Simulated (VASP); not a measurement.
# VCd (P-6m2) in VASP: a series of runs

VCd is run at these levels: PBE; tasks: single point, relaxation of cell and atoms.

Everything below comes from runs of VASP 6.6.1. Logs are shortened: lines on timing, memory, paths and dates and some standing lists are left out, and cuts for length are marked.

## (1) The cell of the first run

It takes space group P-6m2 (No. 187, hexagonal). Conventional cell: a = 3.400 Å, b = 3.400 Å, c = 3.316 Å, α = 90.00°, β = 90.00°, γ = 120.00°. Within 3.4 Å of V (site symmetry -6m2) lie 6 Cd at 2.57 Å and 2 V at 3.32 Å. Cd (site symmetry -6m2) has 6 V at 2.57 Å and 2 Cd at 3.32 Å within 3.4 Å.

## (2) Single point, PBE, collinear spin, ferromagnetic start

Input file INCAR:

```
SYSTEM = VCd
PREC     = Accurate       ! precision mode
ENCUT    = 520            ! plane-wave cutoff, eV
EDIFF    = 1E-6           ! SCF threshold, eV
ISMEAR   = 0              ! smearing method
SIGMA    = 0.1            ! smearing width, eV
LREAL    = .FALSE.        ! projectors in reciprocal space
LASPH    = .TRUE.         ! aspherical terms in the spheres
NELM     = 150            ! most SCF steps
ALGO     = Fast           ! electronic algorithm
ISIF     = 2              ! what is computed and relaxed
LWAVE    = .FALSE.        ! write WAVECAR
LCHARG   = .FALSE.        ! write CHGCAR
ISPIN    = 2              ! spin polarisation
MAGMOM   = 2 0            ! initial moments
LORBIT   = 11             ! projections on sites
LMAXMIX  = 4              ! l up to which the mixer works
GGA      = PE             ! functional
NBANDS   = 24             ! bands
```

Input file KPOINTS:

```
Automatic mesh
0
G
  6 6 6
  0 0 0
```

Input file POSCAR:

```
VCd
1.0
    3.4000791060      0.0000000000      0.0000000000
   -1.7000395530      2.9445548807      0.0000000000
    0.0000000000      0.0000000000      3.3162623784
V Cd
1 1
Direct
    0.0000000000      0.0000000000      0.0000000000
    0.6666666667      0.3333333333      0.5000000000
```

Potentials or basis: VASP PAW PBE potentials, release 64 (V_sv, Cd).

Command:

```console
$ cat potpaw_PBE.64/V_sv/POTCAR potpaw_PBE.64/Cd/POTCAR > POTCAR
$ mpirun -np 1 vasp_std > vasp.out
```

OUTCAR:

```text
SYSTEM = VCd
   PREC = Accurate
   ENCUT = 520
   EDIFF = 1E-6
   ISMEAR = 0
   LREAL = .FALSE.
   LASPH = .TRUE.
   NELM = 150
   ISIF = 2
   ISPIN = 2
   LORBIT = 11
   GGA = PE

 ion  position               nearest neighbor table
   1  0.000  0.000  0.000-   2 2.57   2 2.57   2 2.57   2 2.57   2 2.57   2 2.57
   2  0.667  0.333  0.500-   1 2.57   1 2.57   1 2.57   1 2.57   1 2.57   1 2.57

  LATTYP: Found a hexagonal cell.
 ALAT       =     3.4000791060
 C/A-ratio  =     0.9753485948

  Lattice vectors:

 A1 = (   3.4000791060,   0.0000000000,   0.0000000000)
 A2 = (  -1.7000395530,   2.9445548807,   0.0000000000)
 A3 = (   0.0000000000,   0.0000000000,   3.3162623784)

Analysis of symmetry for initial positions (statically):
=====================================================================
 Subroutine PRICEL returns:
 Original cell was already a primitive cell.

 Routine SETGRP: Setting up the symmetry group for a
 hexagonal supercell.

 Subroutine GETGRP returns: Found 12 space group operations
 (whereof 12 operations were pure point group operations)
 out of a pool of 24 trial point group operations.

The static configuration has the point symmetry D_3h.

Analysis of symmetry for dynamics (positions and initial velocities):
=====================================================================
 Subroutine PRICEL returns:
 Original cell was already a primitive cell.

 Routine SETGRP: Setting up the symmetry group for a
 hexagonal supercell.

 Subroutine GETGRP returns: Found 12 space group operations
 (whereof 12 operations were pure point group operations)
 out of a pool of 24 trial point group operations.

The dynamic configuration has the point symmetry D_3h.

Analysis of structural, dynamic, and magnetic symmetry:
=====================================================================
 Subroutine PRICEL returns:
 Original cell was already a primitive cell.

 Routine SETGRP: Setting up the symmetry group for a
 hexagonal supercell.

 Subroutine GETGRP returns: Found 12 space group operations
 (whereof 12 operations were pure point group operations)
 out of a pool of 24 trial point group operations.

The overall configuration has the point symmetry D_3h.

 Subroutine INISYM returns: Found 12 space group operations
 (whereof 12 operations are pure point group operations),
 and found     1 'primitive' translations

----------------------------------------------------------------------------------------

                                     Primitive cell

  volume of cell :      33.2015

  direct lattice vectors                    reciprocal lattice vectors
     3.400079106  0.000000000  0.000000000     0.294110804  0.169804952  0.000000000
    -1.700039553  2.944554881  0.000000000     0.000000000  0.339609904  0.000000000
     0.000000000  0.000000000  3.316262378     0.000000000  0.000000000  0.301544295

  length of vectors
     3.400079106  3.400079106  3.316262378     0.339609904  0.339609904  0.301544295

  position of ions in fractional coordinates (direct lattice)
     0.000000000  0.000000000  0.000000000
     0.666666667  0.333333333  0.500000000

  ion indices of the primitive-cell ions
   primitive index   ion index
                 1           1
                 2           2

----------------------------------------------------------------------------------------

 KPOINTS: Automatic mesh

Automatic generation of k-mesh.
 Grid dimensions read from file:
 generate k-points for:    6    6    6

 Generating k-lattice:

  Cartesian coordinates                     Fractional coordinates (reciprocal lattice)
     0.049018467  0.028300825  0.000000000     0.166666667 -0.000000000  0.000000000
     0.000000000  0.056601651  0.000000000     0.000000000  0.166666667  0.000000000
     0.000000000  0.000000000  0.050257382     0.000000000  0.000000000  0.166666667

  Length of vectors
     0.056601651  0.056601651  0.050257382

  Shift w.r.t. Gamma in fractional coordinates (k-lattice)
     0.000000000  0.000000000  0.000000000

 Subroutine IBZKPT returns following result:
 ===========================================

 Found     28 irreducible k-points:

 Following reciprocal coordinates:
            Coordinates               Weight
  0.000000  0.000000  0.000000      1.000000
  0.166667 -0.000000  0.000000      6.000000
  0.333333 -0.000000  0.000000      6.000000
  0.500000 -0.000000  0.000000      3.000000
  0.166667  0.166667  0.000000      6.000000
  0.333333  0.166667  0.000000     12.000000
[... 16 lines left out ...]
  0.166667 -0.000000  0.500000      6.000000
  0.333333 -0.000000  0.500000      6.000000
 [... further k-points ...]
   k-points           NKPTS =     28   k-points in BZ     NKDIM =     28   number of bands    NBANDS=     24
   number of dos      NEDOS =    301   number of ions     NIONS =      2
   total plane-waves  NPLWV =  21952
   dimension x,y,z NGX =    28 NGY =   28 NGZ =   28
[... 20 lines left out ...]
   ISIF   =      2    stress and relaxation
   ISYM   =      2    0-nonsym 1-usesym 2-fastsym
   POTIM  = 0.5000    time-step for ionic-motion
   TEBEG  =    0.0;   TEEND  =   0.0 temperature during run
   PSTRESS=    0.0 pullay stress
   NELECT =      25.0000    total number of electrons
   NUPDOWN=      -1.0000    fix difference up-down
   EMIN   =  10.00;   EMAX   =-10.00  energy-range for DOS
   EFERMI =   0.00;   METHOD = LEGACY
   ISMEAR =     0;   SIGMA  =   0.10  broadening in eV -4-tet -1-fermi 0-gaus
   EFERMI_NEDOS =   21; number of points for ismear=-14 and -15
   IALGO  =     68    algorithm
   IMIX   =      4    mixing-type and parameters
     AMIX     =   0.40;   BMIX     =  1.00
     AMIX_MAG =   1.60;   BMIX_MAG =  1.00
  volume/ion in A,a.u.               =      16.60       112.03
  Fermi-wavevector in a.u.,A,eV,Ry     =   1.489369  2.814499 30.180716  2.218220
  Thomas-Fermi vector in A             =   2.602286
   LORBIT       =     11    0 simple, 1 ext, 2 COOP (PROOUT), +10 PAW based schemes
   GGA     = PE    functional components
   LHFCALC =     F    Hartree Fock is set to
   AEXX    =    0.0000 exact exchange contribution
   IVDW    =     0    specifies the selected vdW correction
   LEPSILON=     F    determine dielectric tensor
   LRPA    =     F    only Hartree local field effects (RPA)
 spin polarized calculation
 RMM-DIIS sequential band-by-band and
 Gauss-broadening in eV      SIGMA  =   0.10
  energy-cutoff  :      520.00
  volume of cell :       33.20
 maximum number of plane-waves:       912
 NGX is ok and might be reduce to    28
   NGX = 13   NGY = 13   NGZ = 13

 number of electron      24.9999996 magnetization       2.6984664

 Free energy of the ion-electron system (eV)
  ---------------------------------------------------
  ext. energy  EPLUGINS =         0.00000000
  ---------------------------------------------------
  free energy    TOTEN  =        -7.14123464 eV

  energy without entropy =       -7.13600530  energy(sigma->0) =       -7.13861997

 E-fermi :   6.2732     XC(G=0): -11.9951

 val. band max:        6.2476859714   @ k =   0.1667  -0.0000   0.5000
 cond. band min:       6.3242141664   @ k =   0.0000   0.0000   0.1667
 fundamental gap:      0.0765281951
 Fermi energy:         6.2731970064

 spin component 1

 k-point     1 :       0.0000    0.0000    0.0000
  band No.  band energies     occupation
      1     -58.6131      1.00000
      2     -32.5119      1.00000
      3     -32.4826      1.00000
      4     -32.4826      1.00000
      5      -3.6333      1.00000
      6      -3.0390      1.00000
[... 16 lines left out ...]
     23      21.2222      0.00000
     24      28.4721      0.00000
[... 598 lines left out ...]
      2     -32.5721      1.00000
      3     -32.5244      1.00000
      4     -32.4921      1.00000
      5      -3.4174      1.00000
      6      -3.2623      1.00000
[... 16 lines left out ...]
     23      26.9668      0.00000
     24      27.3454      0.00000

 [... further k-points ...]

 spin component 2

 k-point     1 :       0.0000    0.0000    0.0000
  band No.  band energies     occupation
      1     -56.5024      1.00000
      2     -30.4407      1.00000
      3     -30.4407      1.00000
      4     -30.3036      1.00000
      5      -3.5254      1.00000
      6      -2.9565      1.00000
[... 16 lines left out ...]
     23      22.2349      0.00000
     24      29.1361      0.00000
[... 598 lines left out ...]
      2     -30.4859      1.00000
      3     -30.4510      1.00000
      4     -30.3677      1.00000
      5      -3.2790      1.00000
      6      -3.1553      1.00000
[... 16 lines left out ...]
     23      27.4581      0.00000
     24      27.9540      0.00000

 [... further k-points ...]
[... 5 lines left out ...]
  --------------------------------------------------------------------------------------
  -------------------------------------------------------------------------------------
  Total        4.9014350      4.9014350      8.5566689      0.0000000      0.0000000      0.0000000
  in kB      236.5245765    236.5245765    412.9122351      0.0000000      0.0000000      0.0000000
  external PRESSURE =     295.3204627 kB  Pullay stress =       0.0000000 kB

 VOLUME and BASIS-vectors are now :
 -----------------------------------------------------------------------------
  energy-cutoff  :      520.00
  volume of cell :       33.20
      direct lattice vectors                 reciprocal lattice vectors
     3.400079106  0.000000000  0.000000000     0.294110804  0.169804952  0.000000000
    -1.700039553  2.944554881  0.000000000     0.000000000  0.339609904  0.000000000
     0.000000000  0.000000000  3.316262378     0.000000000  0.000000000  0.301544295

 POSITION                                       TOTAL-FORCE (eV/Angst)
 -----------------------------------------------------------------------------------
      0.00000      0.00000      0.00000         0.000000      0.000000      0.000000
      1.70004      0.98152      1.65813        -0.000000      0.000000      0.000000
 -----------------------------------------------------------------------------------
    total drift:                               -0.000000      0.000000      0.000000

  FREE ENERGIE OF THE ION-ELECTRON SYSTEM (eV)
  ---------------------------------------------------
  free  energy   TOTEN  =        -7.1412346395 eV

  energy  without entropy=       -7.1360053050  energy(sigma->0) =       -7.13861997

 total charge

# of ion       s       p       d       tot
------------------------------------------
    1        2.252   6.161   3.141  11.553
    2        0.695   0.514   9.444  10.653
--------------------------------------------------
tot          2.946   6.675  12.584  22.206

 magnetization (x)

# of ion       s       p       d       tot
------------------------------------------
    1        0.019   0.035   2.146   2.199
    2       -0.028   0.076   0.066   0.113
--------------------------------------------------
tot         -0.009   0.111   2.211   2.313
```

It took 57 s on 1 thread of AMD EPYC 7R13 (Zen 3), shared host; peak memory 0.16 GiB.

What came out:

| Quantity | Value |
| --- | --- |
| Free energy | -7.1412 eV |
| Pressure | 29.5 GPa |
| Net moment | 2.70 μB per cell |
| Site moments | V +2.20; Cd +0.11 μB |
| Valence electrons inside the program's atomic spheres | V 11.55; Cd 10.65 |

Stress tensor (GPa, compression positive):
```
23.65  0.00  0.00
 0.00 23.65  0.00
 0.00  0.00 41.29
```

## (3) Single point, PBE, collinear spin, ferromagnetic start

This run uses another cell than the first one, of 17.20 Å³/atom, 1.036 times its volume.

Input file INCAR:

```
PREC = Accurate
ENCUT = 520
EDIFF = 1E-6
ISMEAR = 0
SIGMA = 0.1
LREAL = False
LASPH = True
NELM = 150
ALGO = Normal
ISIF = 2
LWAVE = False
LCHARG = True
ISPIN = 2
MAGMOM = 2.27 0
LORBIT = 11
LMAXMIX = 4
GGA = PE
LELF = True
LVHAR = True
NBANDS = 24
```

Input file KPOINTS:

```
Automatic mesh
0
Gamma
  6 6 6
```

Input file POSCAR:

```
VCd
1.0
    2.8346276874      0.0000000000      0.0000000000
   -1.4173138437      2.4548595876      0.0000000000
    0.0000000000      0.0000000000      4.9446549520
V Cd
1 1
Direct
    0.0000000000      0.0000000000      0.0000000000
    0.6666666667      0.3333333333      0.5000000000
```

Potentials or basis: VASP PAW PBE potentials, release 64 (V_sv, Cd).

Command:

```console
$ cat potpaw_PBE.64/V_sv/POTCAR potpaw_PBE.64/Cd/POTCAR > POTCAR
$ mpirun -np 1 vasp_std > vasp.out
```

Run time: 58 s. Hardware: 1 thread of AMD EPYC 7R13 (Zen 3), shared host; peak memory 0.16 GiB.

The run converged. Its results:

```
Free energy                                           : -8.8027 eV
Pressure                                              : 0.6 GPa
Net moment                                            : 0.76 μB per cell
Site moments                                          : V +0.58; Cd +0.02 μB
Valence electrons inside the program's atomic spheres : V 11.36; Cd 10.46
```

Levels at points of the mesh, in eV from the Fermi level:
Spin up:
| k point | band 9 | band 10 | band 11 | band 12 | band 13 | band 14 | band 15 | band 16 | band 17 | band 18 |
| --- | --- | --- | --- | --- | --- | --- | --- | --- | --- | --- |
| (0.00, 0.00, 0.00) | -8.30 | -8.30 | -2.62 | -1.87 | 0.19 | 0.19 | 1.43 | 1.43 | 3.17 | 15.68 |
| (0.50, 0.00, 0.00) | -7.84 | -2.96 | -1.61 | -1.60 | -0.66 | 1.07 | 2.39 | 2.68 | 5.77 | 5.87 |
| (0.00, 0.00, 0.50) | -8.30 | -7.34 | -5.55 | -1.47 | 0.23 | 0.23 | 1.42 | 1.42 | 8.34 | 9.49 |
| (0.50, 0.00, 0.50) | -7.84 | -2.46 | -2.16 | -0.89 | 0.09 | 0.88 | 1.04 | 2.39 | 3.26 | 6.21 |
Spin down:
| k point | band 9 | band 10 | band 11 | band 12 | band 13 | band 14 | band 15 | band 16 |
| --- | --- | --- | --- | --- | --- | --- | --- | --- |
| (0.00, 0.00, 0.00) | -8.29 | -8.29 | -2.05 | -1.71 | 0.75 | 0.75 | 1.81 | 1.81 |
| (0.50, 0.00, 0.00) | -7.82 | -2.68 | -1.32 | -1.21 | -0.34 | 1.43 | 2.95 | 3.24 |
| (0.00, 0.00, 0.50) | -8.29 | -7.28 | -5.23 | -0.82 | 0.78 | 0.78 | 1.79 | 1.79 |
| (0.50, 0.00, 0.50) | -7.82 | -2.27 | -1.67 | -0.77 | 0.62 | 1.23 | 1.52 | 2.95 |

Caveat: the k points lie up to 0.43 Å⁻¹ apart.

## (4) Relaxation of cell and atoms, PBE, collinear spin, ferromagnetic start

Input file INCAR:

```
PREC     = Accurate       # precision mode
ENCUT    = 600            # plane-wave cutoff, eV
EDIFF    = 1E-7           # SCF threshold, eV
ISMEAR   = 0              # smearing method
SIGMA    = 0.1            # smearing width, eV
LREAL    = False          # projectors in reciprocal space
LASPH    = True           # aspherical terms in the spheres
NELM     = 150            # most SCF steps
ALGO     = Normal         # electronic algorithm
ISIF     = 3              # what is computed and relaxed
LWAVE    = False          # write WAVECAR
LCHARG   = False          # write CHGCAR
ISPIN    = 2              # spin polarisation
MAGMOM   = 2.27 0         # initial moments
LORBIT   = 11             # projections on sites
LMAXMIX  = 4              # l up to which the mixer works
GGA      = PE             # functional
IBRION   = 2              # ionic algorithm
NSW      = 90             # ionic steps
EDIFFG   = -0.04          # ionic threshold
```

KPOINTS is that of step 3.

Input file POSCAR:

```
VCd
1.0
    3.4000791060      0.0000000000      0.0000000000
   -1.7000395530      2.9445548807      0.0000000000
    0.0000000000      0.0000000000      3.3162623784
V Cd
1 1
Direct
    0.0000000000      0.0000000000      0.0000000000
    0.6666666667      0.3333333333      0.5000000000
```

Command:

```console
$ cat potpaw_PBE.64/V_sv/POTCAR potpaw_PBE.64/Cd/POTCAR > POTCAR
$ mpirun -np 1 vasp_std > vasp.out
```

It took 14 min on 1 thread of AMD EPYC 7R13 (Zen 3), shared host; peak memory 0.17 GiB.

It converged, with:

- Free energy: -8.7541 eV
- Relaxed volume: 17.19 Å³/atom
- Relaxed cell: a = 2.834 Å, b = 2.834 Å, c = 4.943 Å, α = 90.00°, β = 90.00°, γ = 120.00°
- Space group after relaxing (to 0.05 Å): P-6m2 (No. 187)
- Energy gained by relaxing: 806.5 meV/atom
- Ionic steps: 19
- Pressure after relaxing: 0.0 GPa
- Net moment: 0.00 μB per cell
- Valence electrons inside the program's atomic spheres: V 11.36; Cd 10.46

The path:
| step | energy change (eV) | largest force (eV/Å) | pressure (GPa) | volume (Å³) |
| --- | --- | --- | --- | --- |
| 1 | 0.0000 | 0.0000 | 29.48 | 33.20 |
| 2 | -0.6219 | 0.0000 | -6.95 | 50.05 |
| 3 | -0.7775 | 0.0000 | -0.24 | 43.15 |
| 4 | -0.7780 | 0.0000 | -0.92 | 43.62 |
| 5 | -0.7780 | 0.0000 | -0.59 | 43.40 |
| 6 | -0.8201 | 0.0000 | -0.66 | 43.03 |
| 7 | -0.9655 | 0.0000 | -1.16 | 41.72 |
| 8 | -1.3974 | 0.0000 | -3.69 | 38.24 |
| 9 | 0.1972 | 0.0000 | 45.52 | 28.87 |
| 10 | -1.4178 | 0.0000 | -6.81 | 37.31 |
| 11 | -1.5331 | 0.0000 | 4.31 | 33.32 |
| 12 | -1.6002 | 0.0000 | -2.86 | 35.32 |
| 13 | -1.6100 | 0.0000 | -1.74 | 34.92 |
| 14 | -1.6110 | 0.0000 | -1.05 | 34.70 |
| 15 | -1.5772 | 0.0000 | 6.45 | 32.71 |
| 16 | -1.6127 | 0.0000 | 0.15 | 34.33 |
| 17 | -1.6127 | 0.0000 | 0.20 | 34.32 |
| 18 | -1.6122 | 0.0000 | -0.35 | 34.49 |
| 19 | -1.6130 | 0.0000 | 0.00 | 34.38 |

Final structure:
```yaml
crystal:
  lattice:
    - [2.83394, 0.00000, 0.00000]
    - [-1.41697, 2.45426, 0.00000]
    - [0.00000, 0.00000, 4.94322]
  atoms:
    - { symbol: V, position: [0.00000, 0.00000, 0.00000] }
    - { symbol: Cd, position: [0.66667, 0.33333, 0.50000] }
```

Levels at points of the mesh, in eV from the Fermi level:
Spin up:
```tsv
k point	band 10	band 11	band 12	band 13	band 14	band 15
(0.00, 0.00, 0.00)	-8.25	-2.37	-1.77	0.39	0.39	1.58
(0.50, 0.00, 0.00)	-2.82	-1.49	-1.42	-0.51	1.21	2.59
(0.00, 0.00, 0.50)	-7.28	-5.41	-1.17	0.43	0.43	1.57
(0.50, 0.00, 0.50)	-2.36	-1.98	-0.80	0.34	1.02	1.25
```
Spin down:
```csv
k point,band 8,band 9,band 10,band 11,band 12,band 13,band 14,band 15,band 16,band 17
"(0.00, 0.00, 0.00)",-8.39,-8.25,-8.25,-2.37,-1.77,0.39,0.39,1.58,1.58,3.40
"(0.50, 0.00, 0.00)",-8.47,-7.78,-2.82,-1.49,-1.42,-0.51,1.21,2.59,2.93,5.91
"(0.00, 0.00, 0.50)",-8.25,-8.25,-7.28,-5.41,-1.17,0.43,0.43,1.57,1.57,8.46
"(0.50, 0.00, 0.50)",-8.46,-7.78,-2.36,-1.98,-0.80,0.34,1.02,1.25,2.59,3.35
```

## (5) Summary

```csv
task,cell,cutoff (eV),gap on the mesh (eV),pressure (GPa),moment (μB)
single point,"a = 3.400, b = 3.400, c = 3.316 Å, angles 90.0, 90.0, 120.0°, 2 atoms",520,none,29.5,2.70
single point,"a = 2.835, b = 2.835, c = 4.945 Å, angles 90.0, 90.0, 120.0°, 2 atoms",520,none,0.6,0.76
relaxation of cell and atoms,"relaxed from a = 3.400, b = 3.400, c = 3.316 Å, angles 90.0, 90.0, 120.0°, 2 atoms",600,none,0.0,0.00
```

Alike in all rows: level PBE; potentials or basis VASP PAW PBE potentials, release 64 (V_sv, Cd); spin collinear, ferromagnetic start; k mesh 6 × 6 × 6; smearing gaussian 0.1 eV.

Caveats: some runs use coarse meshes.

Absolute energies hang on the potentials; compare differences alone.
